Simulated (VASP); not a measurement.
# Ni3B2W in VASP: a series of runs

Ni3B2W is run at these levels: r2SCAN; tasks: single point, relaxation of cell and atoms.

All numbers are computed with VASP 6.6.1; they aren't measurements. Logs are shortened: lines on timing, memory, paths and dates and some standing lists are left out, and cuts for length are marked.

**1. The cell of the first run**

The structure is hexagonal, space group P6/mmm (No. 191). The conventional cell has a = 4.797 Å, b = 4.797 Å, c = 2.909 Å, α = 90.00°, β = 90.00°, γ = 120.00°. Within 2.7 Å of Ni (site symmetry mmm) lie 4 B at 2.01 Å and 4 Ni at 2.40 Å. Within 2.7 Å of B (site symmetry -6m2) lie 6 Ni at 2.01 Å. W (site symmetry 6/mmm) has 6 B at 2.77 Å and 12 Ni at 2.81 Å and 2 W at 2.91 Å within 3.7 Å.

**2. Single point, r2SCAN**

POSCAR reads:

```
Ni3B2W
1.0
    4.7967203301     -0.0000002785      0.0000000000
   -2.3983599238      4.1540818000      0.0000000000
    0.0000000000      0.0000000000      2.9093406610
Ni B W
3 2 1
Direct
    0.5000000000      0.0000000000      0.5000000000
    0.5000000000      0.5000000000      0.5000000000
    0.0000000000      0.5000000000      0.5000000000
    0.3333333333      0.6666666667      0.0000000000
    0.6666666667      0.3333333333      0.0000000000
    0.0000000000      0.0000000000      0.0000000000
```

INCAR.step1 reads:

```
SYSTEM = Ni3B2W
ALGO = Normal
EDIFF = 1E-4
ENCUT = 520
GGA = PE
ISMEAR = -1
LASPH = .True.
LCHARG = .False.
LREAL = .False.
LWAVE = .True.
NBANDS = 34
NELM = 60
PREC = Accurate
SIGMA = 0.1
```

INCAR.step2 reads:

```
SYSTEM = Ni3B2W
ALGO = Normal
EDIFF = 1E-7
ENCUT = 520
ISIF = 2
ISMEAR = -1
ISTART = 1
LASPH = .True.
LCHARG = .False.
LMIXTAU = .True.
LREAL = .False.
LWAVE = .False.
METAGGA = R2SCAN
NBANDS = 34
NELM = 60
PREC = Accurate
SIGMA = 0.1
```

KPOINTS reads:

```
k-points
0
Gamma
  4 4 6
  0 0 0
```

Potentials or basis: VASP PAW PBE potentials, release 64 (Ni, B, W_sv).

Launch:

```bash
> cat potpaw_PBE.64/Ni/POTCAR potpaw_PBE.64/B/POTCAR potpaw_PBE.64/W_sv/POTCAR > POTCAR
> cp INCAR.step1 INCAR
> mpirun -np 1 vasp_std > vasp.out
> cp INCAR.step2 INCAR
> mpirun -np 1 vasp_std > vasp.out
```

OUTCAR:

```text
SYSTEM = Ni3B2W
   EDIFF = 1E-7
   ENCUT = 520
   ISIF = 2
   ISMEAR = -1
   ISTART = 1
   LASPH = .True.
   LREAL = .False.
   METAGGA = R2SCAN
   NELM = 60
   PREC = Accurate

 ion  position               nearest neighbor table
   1  0.500  0.000  0.500-   4 2.01   5 2.01   4 2.01   5 2.01   2 2.40   2 2.40   3 2.40   3 2.40
                             6 2.81   6 2.81   6 2.81   6 2.81
   2  0.500  0.500  0.500-   4 2.01   5 2.01   4 2.01   5 2.01   1 2.40   1 2.40   3 2.40   3 2.40
                             6 2.81   6 2.81   6 2.81   6 2.81
   3  0.000  0.500  0.500-   4 2.01   5 2.01   4 2.01   5 2.01   2 2.40   2 2.40   1 2.40   1 2.40
                             6 2.81   6 2.81   6 2.81   6 2.81
   4  0.333  0.667  0.000-   1 2.01   1 2.01   3 2.01   3 2.01   2 2.01   2 2.01   6 2.77   6 2.77
                             6 2.77
   5  0.667  0.333  0.000-   1 2.01   1 2.01   3 2.01   3 2.01   2 2.01   2 2.01   6 2.77   6 2.77
                             6 2.77
   6  0.000  0.000  0.000-   4 2.77   5 2.77   4 2.77   5 2.77   5 2.77   4 2.77   3 2.81   3 2.81
                             3 2.81   3 2.81   1 2.81   1 2.81   1 2.81   1 2.81   2 2.81   2 2.81

  LATTYP: Found a hexagonal cell.
 ALAT       =     4.7967203301
 C/A-ratio  =     0.6065270562

  Lattice vectors:

 A1 = (   4.7967203301,  -0.0000002785,   0.0000000000)
 A2 = (  -2.3983599238,   4.1540818000,   0.0000000000)
 A3 = (   0.0000000000,   0.0000000000,   2.9093406610)

Analysis of symmetry for initial positions (statically):
=====================================================================
 Subroutine PRICEL returns:
 Original cell was already a primitive cell.

 Routine SETGRP: Setting up the symmetry group for a
 hexagonal supercell.

 Subroutine GETGRP returns: Found 24 space group operations
 (whereof 24 operations were pure point group operations)
 out of a pool of 24 trial point group operations.

The static configuration has the point symmetry D_6h.

Analysis of symmetry for dynamics (positions and initial velocities):
=====================================================================
 Subroutine PRICEL returns:
 Original cell was already a primitive cell.

 Routine SETGRP: Setting up the symmetry group for a
 hexagonal supercell.

 Subroutine GETGRP returns: Found 24 space group operations
 (whereof 24 operations were pure point group operations)
 out of a pool of 24 trial point group operations.

The dynamic configuration has the point symmetry D_6h.

 Subroutine INISYM returns: Found 24 space group operations
 (whereof 24 operations are pure point group operations),
 and found     1 'primitive' translations

----------------------------------------------------------------------------------------

                                     Primitive cell

  volume of cell :      57.9714

  direct lattice vectors                    reciprocal lattice vectors
     4.796720330 -0.000000279  0.000000000     0.208475784  0.120363534  0.000000000
    -2.398359924  4.154081800  0.000000000     0.000000014  0.240727092  0.000000000
     0.000000000  0.000000000  2.909340661     0.000000000  0.000000000  0.343720491

  length of vectors
     4.796720330  4.796720330  2.909340661     0.240727092  0.240727092  0.343720491

  position of ions in fractional coordinates (direct lattice)
     0.500000000  0.000000000  0.500000000
     0.500000000  0.500000000  0.500000000
     0.000000000  0.500000000  0.500000000
     0.333333333  0.666666667  0.000000000
     0.666666667  0.333333333  0.000000000
     0.000000000  0.000000000  0.000000000

  ion indices of the primitive-cell ions
   primitive index   ion index
                 1           1
                 2           2
                 3           3
                 4           4
                 5           5
                 6           6

----------------------------------------------------------------------------------------

 KPOINTS: k-points

Automatic generation of k-mesh.
 Grid dimensions read from file:
 generate k-points for:    4    4    6

 Generating k-lattice:

  Cartesian coordinates                     Fractional coordinates (reciprocal lattice)
     0.052118946  0.030090884  0.000000000     0.250000000  0.000000000  0.000000000
     0.000000003  0.060181773  0.000000000     0.000000000  0.250000000  0.000000000
     0.000000000  0.000000000  0.057286748     0.000000000  0.000000000  0.166666667

  Length of vectors
     0.060181773  0.060181773  0.057286748

  Shift w.r.t. Gamma in fractional coordinates (k-lattice)
     0.000000000  0.000000000  0.000000000

 Subroutine IBZKPT returns following result:
 ===========================================

 Found     16 irreducible k-points:

 Following reciprocal coordinates:
            Coordinates               Weight
  0.000000  0.000000  0.000000      1.000000
  0.250000  0.000000  0.000000      6.000000
  0.500000  0.000000  0.000000      3.000000
  0.250000  0.250000  0.000000      6.000000
  0.000000  0.000000  0.166667      2.000000
  0.250000  0.000000  0.166667     12.000000
[... 8 lines left out ...]
  0.500000  0.000000  0.500000      3.000000
  0.250000  0.250000  0.500000      6.000000
   k-points           NKPTS =     16   k-points in BZ     NKDIM =     16   number of bands    NBANDS=     34
   number of dos      NEDOS =    301   number of ions     NIONS =      6
   total plane-waves  NPLWV =  31104
   dimension x,y,z NGX =    36 NGY =   36 NGZ =   24
   dimension x,y,z NGXF=    72 NGYF=   72 NGZF=   48
   ions per type =               3   2   1
   NGX,Y,Z   is equivalent  to a cutoff of  12.48, 12.48, 13.71 a.u.
   NGXF,Y,Z  is equivalent  to a cutoff of  24.95, 24.95, 27.43 a.u.
 SYSTEM =  Ni3B2W
   PREC   = accura    normal or accurate (medium, high low for compatibility)
   ISTART =      1    job   : 0-new  1-cont  2-samecut
   ICHARG =      0    charge: 1-file 2-atom 10-const
   ISPIN  =      1    spin polarized calculation?
   LNONCOLLINEAR =      F non collinear calculations
   LSORBIT =      F    spin-orbit coupling
   LASPH  =      T    aspherical Exc in radial PAW
   ENCUT  =  520.0 eV  38.22 Ry    6.18 a.u.   8.92  8.92  5.41*2*pi/ulx,y,z
   NELM   =     60;   NELMIN=  2; NELMDL=  0     # of ELM steps
   EDIFF  = 0.1E-06   stopping-criterion for ELM
   LREAL  =      F    real-space projection
   EDIFFG = 0.1E-05   stopping-criterion for IOM
   NSW    =      0    number of steps for IOM
   IBRION =     -1    ionic relax: 0-MD 1-quasi-New 2-CG
   NFREE  =      0    steps in history (QN), initial steepest desc. (CG)
   ISIF   =      2    stress and relaxation
   ISYM   =      2    0-nonsym 1-usesym 2-fastsym
   POTIM  = 0.5000    time-step for ionic-motion
   TEBEG  =    0.0;   TEEND  =   0.0 temperature during run
   PSTRESS=    0.0 pullay stress
   NELECT =      50.0000    total number of electrons
   NUPDOWN=      -1.0000    fix difference up-down
   EMIN   =  10.00;   EMAX   =-10.00  energy-range for DOS
   EFERMI =   0.00;   METHOD = LEGACY
   ISMEAR =    -1;   SIGMA  =   0.10  broadening in eV -4-tet -1-fermi 0-gaus
   EFERMI_NEDOS =   21; number of points for ismear=-14 and -15
   IALGO  =     38    algorithm
   IMIX   =      4    mixing-type and parameters
     AMIX     =   0.40;   BMIX     =  1.00
     AMIX_MAG =   1.60;   BMIX_MAG =  1.00
  volume/ion in A,a.u.               =       9.66        65.20
  Fermi-wavevector in a.u.,A,eV,Ry     =   1.558333  2.944822 33.040396  2.428401
  Thomas-Fermi vector in A             =   2.661852
   LORBIT       =      0    0 simple, 1 ext, 2 COOP (PROOUT), +10 PAW based schemes
   METAGGA = R2SCAN    functional components
   LHFCALC =     F    Hartree Fock is set to
   AEXX    =    0.0000 exact exchange contribution
   IVDW    =     0    specifies the selected vdW correction
   LEPSILON=     F    determine dielectric tensor
   LRPA    =     F    only Hartree local field effects (RPA)
 non-spin polarized calculation
  energy-cutoff  :      520.00
  volume of cell :       57.97
 maximum number of plane-waves:      1577
 NGX is ok and might be reduce to    36
   NGX = 17   NGY = 17   NGZ = 11

 number of electron      50.0000012 magnetization

 Free energy of the ion-electron system (eV)
  ---------------------------------------------------
  ext. energy  EPLUGINS =         0.00000000
  ---------------------------------------------------
  free energy    TOTEN  =      -102.26781652 eV

  energy without entropy =     -102.15052924  energy(sigma->0) =     -102.20917288

 E-fermi :  10.5352     XC(G=0): -14.7717

 val. band max:       10.5100547268   @ k =   0.2500   0.0000   0.0000
 cond. band min:      10.5920921630   @ k =   0.0000   0.0000   0.0000
 fundamental gap:      0.0820374362
 Fermi energy:        10.5351588920

 k-point     1 :       0.0000    0.0000    0.0000
  band No.  band energies     occupation
      1     -66.0763      2.00000
      2     -29.6187      2.00000
      3     -29.6187      2.00000
      4     -29.1514      2.00000
      5      -2.7170      2.00000
      6       3.1140      2.00000
[... 26 lines left out ...]
     33      18.2361      0.00000
     34      18.2361      0.00000

 k-point     2 :       0.2500    0.0000    0.0000
  band No.  band energies     occupation
      1     -66.0763      2.00000
      2     -29.6215      2.00000
      3     -29.6196      2.00000
      4     -29.1516      2.00000
      5      -2.1723      2.00000
      6       1.2805      2.00000
[... 26 lines left out ...]
     33      17.8430      0.00000
     34      18.1242      0.00000

 k-point     3 :       0.5000    0.0000    0.0000
  band No.  band energies     occupation
      1     -66.0763      2.00000
      2     -29.6242      2.00000
      3     -29.6205      2.00000
      4     -29.1518      2.00000
      5      -1.0399      2.00000
      6      -0.2504      2.00000
[... 26 lines left out ...]
     33      16.2722      0.00000
     34      17.4560      0.00000
[... 408 lines left out ...]
 k-point    15 :       0.5000    0.0000    0.5000
  band No.  band energies     occupation
      1     -66.0465      2.00000
      2     -29.6683      2.00000
      3     -29.5661      2.00000
      4     -29.5655      2.00000
      5       1.5890      2.00000
      6       1.7824      2.00000
[... 26 lines left out ...]
     33      17.9385      0.00000
     34      18.6775      0.00000

 k-point    16 :       0.2500    0.2500    0.5000
  band No.  band energies     occupation
      1     -66.0465      2.00000
      2     -29.6683      2.00000
      3     -29.5660      2.00000
      4     -29.5657      2.00000
      5       1.5816      2.00000
      6       1.7951      2.00000
[... 26 lines left out ...]
     33      16.8606      0.00000
     34      18.8622      0.00000

------------------------ aborting loop because EDIFF is reached ----------------------------------------

  FORCE on cell =-STRESS in cart. coord.  units (eV):
  Direction    XX          YY          ZZ          XY          YZ          ZX
  --------------------------------------------------------------------------------------
  -------------------------------------------------------------------------------------
  Total        0.1440793      0.1440793      0.0817068      0.0000000     -0.0000000      0.0000000
  in kB        3.9819726      3.9819726      2.2581612      0.0000000     -0.0000000      0.0000000
  external PRESSURE =       3.4073688 kB  Pullay stress =       0.0000000 kB

 VOLUME and BASIS-vectors are now :
 -----------------------------------------------------------------------------
  energy-cutoff  :      520.00
  volume of cell :       57.97
      direct lattice vectors                 reciprocal lattice vectors
     4.796720330 -0.000000279  0.000000000     0.208475784  0.120363534  0.000000000
    -2.398359924  4.154081800  0.000000000     0.000000014  0.240727092  0.000000000
     0.000000000  0.000000000  2.909340661     0.000000000  0.000000000  0.343720491

 POSITION                                       TOTAL-FORCE (eV/Angst)
 -----------------------------------------------------------------------------------
      2.39836     -0.00000      1.45467         0.000000      0.000000      0.000000
      1.19918      2.07704      1.45467         0.000000      0.000000      0.000000
     -1.19918      2.07704      1.45467         0.000000      0.000000      0.000000
      0.00000      2.76939      0.00000        -0.000000      0.000000      0.000000
      2.39836      1.38469      0.00000         0.000000     -0.000000      0.000000
      0.00000      0.00000      0.00000         0.000000      0.000000      0.000000
 -----------------------------------------------------------------------------------
    total drift:                                0.000000      0.000000      0.000000

  FREE ENERGIE OF THE ION-ELECTRON SYSTEM (eV)
  ---------------------------------------------------
  free  energy   TOTEN  =      -102.2678165184 eV

  energy  without entropy=     -102.1505292406  energy(sigma->0) =     -102.20917288
```

Wall time 2.1 min (1 thread of Intel Xeon Platinum 8488C (Sapphire Rapids), shared host); peak memory 0.19 GiB.

What came out:

```
Free energy            : -102.2678 eV
Pressure               : 0.3 GPa
Band gap on the k mesh : zero (band 25 reaches 10.64 eV, above the bottom of band 26 at 9.91 eV)
```

Stress tensor (GPa, compression positive):
```
0.40 0.00 0.00
0.00 0.40 0.00
0.00 0.00 0.23
```

Caveat: the k points lie up to 0.38 Å⁻¹ apart; the PAW data sets were made with another functional, which shifts forces and pressure a little; spin-orbit coupling is left out, which moves the levels of the heavy elements.

**3. Relaxation of cell and atoms, r2SCAN**

This run uses another cell than the first one, of 9.85 Å³/atom, 1.019 times its volume.

POSCAR reads:

```
Ni3B2W
1.0
    4.9715110000      0.0000000000      0.0000000000
   -2.4857550000      4.3054560000      0.0000000000
    0.0000000000      0.0000000000      2.7609510000
Ni B W
3 2 1
Direct
    0.5000000000      0.0000000000      0.5000000000
    0.5000000000      0.5000000000      0.5000000000
    0.0000000000      0.5000000000      0.5000000000
    0.3333000000      0.6667000000      0.0000000000
    0.6666000000      0.3333000000      0.0000000000
    0.0000000000      0.0000000000      0.0000000000
```

INCAR.step1 reads:

```
SYSTEM = Ni3B2W
PREC = Accurate
ENCUT = 600
ISMEAR = -1
SIGMA = 0.1
LREAL = .False.
LASPH = .True.
NELM = 100
GGA = PE
ALGO = Normal
EDIFF = 1E-4
LWAVE = .True.
LCHARG = .False.
```

INCAR.step2 reads:

```
SYSTEM = Ni3B2W
PREC = Accurate
ENCUT = 600
EDIFF = 1E-6
ISMEAR = -1
SIGMA = 0.1
LREAL = .False.
LASPH = .True.
NELM = 100
ALGO = Normal
ISIF = 3
LWAVE = .False.
LCHARG = .False.
METAGGA = R2SCAN
LMIXTAU = .True.
IBRION = 2
NSW = 60
EDIFFG = -0.01
ISTART = 1
```

KPOINTS reads:

```
Automatic mesh
0
Gamma
  4 4 6
  0 0 0
```

Potentials or basis: VASP PAW PBE potentials, release 64 (Ni, B, W_sv).

Launch:

```bash
> cat potpaw_PBE.64/Ni/POTCAR potpaw_PBE.64/B/POTCAR potpaw_PBE.64/W_sv/POTCAR > POTCAR
> cp INCAR.step1 INCAR
> mpirun -np 1 vasp_std > vasp.out
> cp INCAR.step2 INCAR
> mpirun -np 1 vasp_std > vasp.out
```

It took 13 min on 1 thread of Intel Xeon Platinum 8488C (Sapphire Rapids), shared host; peak memory 0.26 GiB.

The run converged. Its results:

```
Free energy                            : -102.2721 eV
Relaxed volume                         : 9.67 Å³/atom
Relaxed cell                           : a = 4.803 Å, b = 4.803 Å, c = 2.906 Å, α = 90.00°, β = 90.00°, γ = 120.00°
Space group after relaxing (to 0.05 Å) : P6/mmm (No. 191)
Energy gained by relaxing              : 27.4 meV/atom
Ionic steps                            : 6
Pressure after relaxing                : -0.1 GPa
Band gap on the k mesh                 : zero (band 25 reaches 10.61 eV, above the bottom of band 26 at 9.88 eV)
```

Stress tensor (GPa, compression positive):
```
-0.14  0.00  0.00
 0.00 -0.16  0.00
 0.00  0.00  0.05
```

Step by step:
| step | energy change (eV) | largest force (eV/Å) | pressure (GPa) | volume (Å³) |
| --- | --- | --- | --- | --- |
| 1 | 0.0000 | 0.0022 | -2.43 | 59.10 |
| 2 | -0.1201 | 0.0006 | 2.45 | 57.79 |
| 3 | -0.1372 | 0.0014 | 5.59 | 57.06 |
| 4 | -0.1341 | 0.0011 | -5.79 | 59.16 |
| 5 | -0.1642 | 0.0013 | -0.22 | 58.06 |
| 6 | -0.1642 | 0.0013 | -0.08 | 58.04 |

Final structure:
```
Ni B W
1.0
     4.80271    0.00000    0.00000
    -2.40136    4.15954    0.00000
     0.00000    0.00000    2.90555
Ni B W
3 2 1
Direct
  0.50000 0.00000 0.50000
  0.49998 0.50002 0.50000
  0.99997 0.49998 0.50000
  0.33331 0.66667 0.00000
  0.66664 0.33333 0.00000
  0.00000 0.00000 0.00000
```

Levels at points of the mesh, in eV from the Fermi level:
```
           k point  band 22  band 23  band 24  band 25  band 26  band 27  band 28  band 29
(0.00, 0.00, 0.00)    -1.66    -1.40    -0.64     0.05     0.05     0.80     2.31     2.31
(0.50, 0.00, 0.00)    -1.79    -1.75    -0.61     0.10     0.99     1.66     2.03     2.75
(0.00, 0.50, 0.00)    -1.79    -1.75    -0.61     0.10     0.99     1.66     2.03     2.75
(0.00, 0.00, 0.50)    -1.74    -1.74    -1.49    -1.49    -0.63     3.16     3.45     3.45
(0.50, 0.00, 0.50)    -1.58    -1.53    -1.01    -0.34     1.03     1.04     1.27     2.28
(0.00, 0.50, 0.50)    -1.58    -1.53    -1.01    -0.33     1.03     1.04     1.27     2.28
```

Caveat: the k points lie up to 0.38 Å⁻¹ apart in the final cell; the PAW data sets were made with another functional, which shifts forces and pressure a little; spin-orbit coupling is left out, which moves the levels of the heavy elements. Spin polarisation is off, so any magnetic state and its effect on volume and gap are missing.
